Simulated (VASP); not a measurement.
# BiB (Fm-3m) in VASP: further runs, part 2 of 2

VASP 6.6.1.

## 4. Single point, r2SCAN+rVV10

This run uses another cell than the first one, of 17.92 Å³/atom.

The input, POSCAR:

```
BiB
1.0
    0.0000000000      2.6166195517      2.6166195517
    2.6166195517      0.0000000000      2.6166195517
    2.6166195517      2.6166195517      0.0000000000
B Bi
1 1
Direct
    0.0000000000      0.0000000000      0.0000000000
    0.5000000000      0.5000000000      0.5000000000
```

The input, INCAR.step1:

```
PREC     = Accurate       # precision mode
ENCUT    = 520            # plane-wave cutoff, eV
ISMEAR   = -1             # smearing method
SIGMA    = 0.03           # smearing width, eV
LREAL    = F              # projectors in reciprocal space
LASPH    = T              # aspherical terms in the spheres
NELM     = 80             # most SCF steps
NBANDS   = 16             # bands
GGA      = PE             # functional
ALGO     = Normal         # electronic algorithm
EDIFF    = 1E-4           # SCF threshold, eV
LWAVE    = T              # write WAVECAR
LCHARG   = F              # write CHGCAR
```

The input, INCAR.step2:

```
PREC     = Accurate       # precision mode
ENCUT    = 520            # plane-wave cutoff, eV
EDIFF    = 1E-6           # SCF threshold, eV
ISMEAR   = -1             # smearing method
SIGMA    = 0.03           # smearing width, eV
LREAL    = F              # projectors in reciprocal space
LASPH    = T              # aspherical terms in the spheres
NELM     = 80             # most SCF steps
ALGO     = Normal         # electronic algorithm
ISIF     = 2              # what is computed and relaxed
LWAVE    = F              # write WAVECAR
LCHARG   = F              # write CHGCAR
METAGGA  = R2SCAN         # meta-GGA
LMIXTAU  = T            
LUSE_VDW = T            
IVDW_NL  = 2            
BPARAM   = 11.95        
CPARAM   = 0.0093       
NBANDS   = 16             # bands
ISTART   = 1
```

The input, KPOINTS:

```
regular mesh
0
Gamma
  10 10 10
```

On the command line:

```
$ cat potpaw_PBE.64/B/POTCAR potpaw_PBE.64/Bi_d/POTCAR > POTCAR
$ cp INCAR.step1 INCAR
$ mpirun -np 1 vasp_std > vasp.out
$ cp INCAR.step2 INCAR
$ mpirun -np 1 vasp_std > vasp.out
```

It took 2.2 min on 1 thread of AMD EPYC 7R43 (Zen 3), shared host; peak memory 0.24 GiB.

The run converged. Its results:

- Free energy: -62.9840 eV
- Pressure: 0.4 GPa
- Band gap on the k mesh: zero (bands 9 and 10 overlap by 4.39 eV)

Levels at points of the mesh, in eV from the Fermi level:
```
           k point  band 7  band 8  band 9  band 10  band 11  band 12
(0.00, 0.00, 0.00)   -0.12   -0.12   -0.12     0.34     7.10     7.10
(0.50, 0.00, 0.00)   -8.99    1.14    1.14     1.98     1.98     3.17
(0.50, 0.50, 0.00)   -6.52   -4.33   -3.12    -3.12     4.45     9.23
```

Caveat: the PAW data sets were made with another functional, which shifts forces and pressure a little; spin-orbit coupling is left out, which moves the levels of the heavy elements.

## 5. Relaxation of cell and atoms, PBEsol

This run uses another cell than the first one, of 15.26 Å³/atom.

The input, INCAR:

```
PREC = Accurate ; ENCUT = 600
EDIFF = 1E-6 ; ISMEAR = -1
SIGMA = 0.03 ; LREAL = F
LASPH = T ; NELM = 60
ALGO = Normal ; ISIF = 3
LWAVE = F ; LCHARG = F
GGA = PS ; IBRION = 2
NSW = 100 ; EDIFFG = -0.01
```

The input, KPOINTS:

```
regular mesh
0
Gamma
  8 8 8
```

The input, POSCAR:

```
BiB
1.0
    0.0000000000      2.4804740000      2.4804740000
    2.4804740000      0.0000000000      2.4804740000
    2.4804740000      2.4804740000      0.0000000000
B Bi
1 1
Direct
    0.0000000000      0.0000000000      0.0000000000
    0.5000000000      0.5000000000      0.5000000000
```

On the command line:

```
$ cat potpaw_PBE.64/B/POTCAR potpaw_PBE.64/Bi_d/POTCAR > POTCAR
$ mpirun -np 1 vasp_std > vasp.out
```

Wall time 80 s (1 thread of AMD EPYC 7R43 (Zen 3), shared host); peak memory 0.14 GiB.

Results (log left out):

```yaml
Free_energy: -9.0400 eV
Relaxed_volume: 17.63 Å³/atom
Relaxed_cell: a = 3.681 Å, b = 3.681 Å, c = 3.681 Å, α = 60.00°, β = 60.00°, γ = 60.00°
Space_group_after_relaxing_to_0.1_Å: Fm-3m (No. 225)
Energy_gained_by_relaxing: 124.8 meV/atom
Ionic_steps: 17
Pressure_after_relaxing: 0.1 GPa
Band_gap_on_the_k_mesh: zero (bands 9 and 10 overlap by 4.24 eV)
```

Step by step:
```csv
step,energy change (eV),largest force (eV/Å),pressure (GPa),volume (Å³)
1,0.0000,0.0000,19.20,30.52
2,-0.1418,0.0000,-7.62,39.34
3,-0.2495,0.0000,-0.10,35.33
4,-0.2495,0.0000,0.16,35.23
5,-0.2495,0.0000,0.15,35.23
6,-0.2495,0.0000,0.17,35.23
7,-0.2495,0.0000,0.14,35.23
8,-0.2495,0.0000,0.13,35.23
9,-0.2495,0.0000,0.13,35.23
10,-0.2495,0.0000,0.13,35.23
11,-0.2495,0.0000,0.13,35.23
12,-0.2495,0.0000,0.13,35.23
13,-0.2495,0.0000,0.14,35.24
14,-0.2495,0.0000,0.15,35.24
15,-0.2495,0.0000,0.11,35.24
16,-0.2495,0.0000,0.10,35.25
17,-0.2495,0.0000,0.07,35.27
```

Final structure:
```cif
data_structure
_symmetry_space_group_name_H-M 'P 1'
_symmetry_Int_Tables_number 1
_cell_length_a 3.6810
_cell_length_b 3.6810
_cell_length_c 3.6810
_cell_angle_alpha 60.000
_cell_angle_beta 60.000
_cell_angle_gamma 60.000
_cell_volume 35.27
loop_
_atom_site_label
_atom_site_type_symbol
_atom_site_fract_x
_atom_site_fract_y
_atom_site_fract_z
_atom_site_occupancy
B1 B 0.00000 0.00000 0.00000 1
Bi1 Bi 0.50000 0.50000 0.50000 1
```

Levels at points of the mesh, in eV from the Fermi level:
| k point | band 6 | band 7 | band 8 | band 9 | band 10 | band 11 | band 12 | band 13 |
| --- | --- | --- | --- | --- | --- | --- | --- | --- |
| (0.00, 0.00, 0.00) | -14.48 | -0.11 | -0.11 | -0.11 | 0.42 | 6.75 | 6.75 | 6.75 |
| (0.50, 0.00, 0.00) | -11.54 | -8.54 | 1.05 | 1.05 | 1.87 | 1.87 | 2.87 | 2.98 |
| (0.50, 0.50, 0.00) | -10.53 | -6.43 | -3.96 | -3.04 | -3.04 | 3.89 | 8.69 | 8.69 |

Caveat: the volume moved by over 15 % at a fixed basis, so the end points are rough; the PAW data sets were made with another functional, which shifts forces and pressure a little; spin-orbit coupling is left out, which moves the levels of the heavy elements.

## 6. Relaxation of cell and atoms, r2SCAN+rVV10

The input, POSCAR:

```
BiB
1.0
    0.0000000000      2.6028191574      2.6028191574
    2.6028191574      0.0000000000      2.6028191574
    2.6028191574      2.6028191574      0.0000000000
B Bi
1 1
Direct
    0.0000000000      0.0000000000      0.0000000000
    0.5000000000      0.5000000000      0.5000000000
```

The input, INCAR.step1:

```
SYSTEM = BiB
ALGO     = Normal         ! electronic algorithm
EDIFF    = 1E-4           ! SCF threshold, eV
ENCUT    = 600            ! plane-wave cutoff, eV
GGA      = PE             ! functional
ISMEAR   = -1             ! smearing method
LASPH    = .TRUE.         ! aspherical terms in the spheres
LCHARG   = .FALSE.        ! write CHGCAR
LREAL    = .FALSE.        ! projectors in reciprocal space
LWAVE    = .TRUE.         ! write WAVECAR
NELM     = 100            ! most SCF steps
PREC     = Accurate       ! precision mode
SIGMA    = 0.03           ! smearing width, eV
```

The input, INCAR.step2:

```
SYSTEM = BiB
ALGO     = Normal         ! electronic algorithm
BPARAM   = 11.95        
CPARAM   = 0.0093       
EDIFF    = 1E-7           ! SCF threshold, eV
EDIFFG   = -0.01          ! ionic threshold
ENCUT    = 600            ! plane-wave cutoff, eV
IBRION   = 2              ! ionic algorithm
ISIF     = 3              ! what is computed and relaxed
ISMEAR   = -1             ! smearing method
ISTART   = 1            
IVDW_NL  = 2            
LASPH    = .TRUE.         ! aspherical terms in the spheres
LCHARG   = .FALSE.        ! write CHGCAR
LMIXTAU  = .TRUE.       
LREAL    = .FALSE.        ! projectors in reciprocal space
LUSE_VDW = .TRUE.       
LWAVE    = .FALSE.        ! write WAVECAR
METAGGA  = R2SCAN         ! meta-GGA
NELM     = 100            ! most SCF steps
NSW      = 100            ! ionic steps
PREC     = Accurate       ! precision mode
SIGMA    = 0.03           ! smearing width, eV
```

The input, KPOINTS:

```
k-points
0
G
  8 8 8
  0 0 0
```

Potentials or basis: VASP PAW PBE potentials, release 64 (B, Bi_d).

On the command line:

```
$ cat potpaw_PBE.64/B/POTCAR potpaw_PBE.64/Bi_d/POTCAR > POTCAR
$ cp INCAR.step1 INCAR
$ mpirun -np 1 vasp_std > vasp.out
$ cp INCAR.step2 INCAR
$ mpirun -np 1 vasp_std > vasp.out
```

It took 5.1 min on 1 thread of AMD EPYC 7R43 (Zen 3), shared host; peak memory 0.26 GiB.

The run converged. Its results:

- Free energy: -62.9955 eV
- Relaxed volume: 17.98 Å³/atom
- Relaxed cell: a = 3.705 Å, b = 3.705 Å, c = 3.705 Å, α = 60.00°, β = 60.00°, γ = 60.00°
- Space group after relaxing (to 0.1 Å): Fm-3m (No. 225)
- Energy gained by relaxing: 2.0 meV/atom
- Ionic steps: 3
- Pressure after relaxing: 0.0 GPa
- Band gap on the k mesh: zero (bands 9 and 10 overlap by 4.42 eV)

The path:
| step | energy change (eV) | largest force (eV/Å) | pressure (GPa) | volume (Å³) |
| --- | --- | --- | --- | --- |
| 1 | 0.0000 | 0.0000 | 1.88 | 35.27 |
| 2 | -0.0028 | 0.0000 | -0.93 | 36.33 |
| 3 | -0.0039 | 0.0000 | 0.00 | 35.95 |

Final structure:
```
B Bi
1.0
     0.00000    2.61956    2.61956
     2.61956    0.00000    2.61956
     2.61956    2.61956    0.00000
B Bi
1 1
Direct
  0.00000 0.00000 0.00000
  0.50000 0.50000 0.50000
```

Levels at points of the mesh, in eV from the Fermi level:
```csv
k point,band 7,band 8,band 9,band 10,band 11,band 12
"(0.00, 0.00, 0.00)",-0.16,-0.16,-0.16,0.27,7.03,7.03
"(0.50, 0.00, 0.00)",-9.00,1.10,1.10,1.93,1.93,3.12
"(0.50, 0.50, 0.00)",-6.54,-4.37,-3.15,-3.15,4.41,9.16
```

Caveat: the PAW data sets were made with another functional, which shifts forces and pressure a little; spin-orbit coupling is left out, which moves the levels of the heavy elements.

## 7. The runs side by side

```csv
task,level,cell,k mesh,cutoff (eV),gap on the mesh (eV),pressure (GPa),relaxed volume (Å³/atom)
single point,PBEsol,"a = 3.681 Å, angles 60.0°, 2 atoms",8 × 8 × 8,520,none,0.0,-
single point,r2SCAN+rVV10,"a = 3.700 Å, angles 60.0°, 2 atoms",8 × 8 × 8,520,none,0.3,-
single point,r2SCAN+rVV10,"a = 3.700 Å, angles 60.0°, 2 atoms",10 × 10 × 10,520,none,0.4,-
relaxation of cell and atoms,PBEsol,"relaxed from a = 3.508 Å, angles 60.0°, 2 atoms",8 × 8 × 8,600,none,0.1,17.63
relaxation of cell and atoms,r2SCAN+rVV10,"relaxed from a = 3.681 Å, angles 60.0°, 2 atoms",8 × 8 × 8,600,none,0.0,17.98
```

Alike in all rows: potentials or basis VASP PAW PBE potentials, release 64 (B, Bi_d); no spin polarisation; smearing fermi-dirac 0.03 eV.

Caveats: the PAW data sets were made with another functional, which shifts forces and pressure a little; spin-orbit coupling is left out, which moves the levels of the heavy elements; the volume moved by over 15 % at a fixed basis, so the end points are rough (at least some runs).

Absolute energies hang on the potentials; compare differences alone.
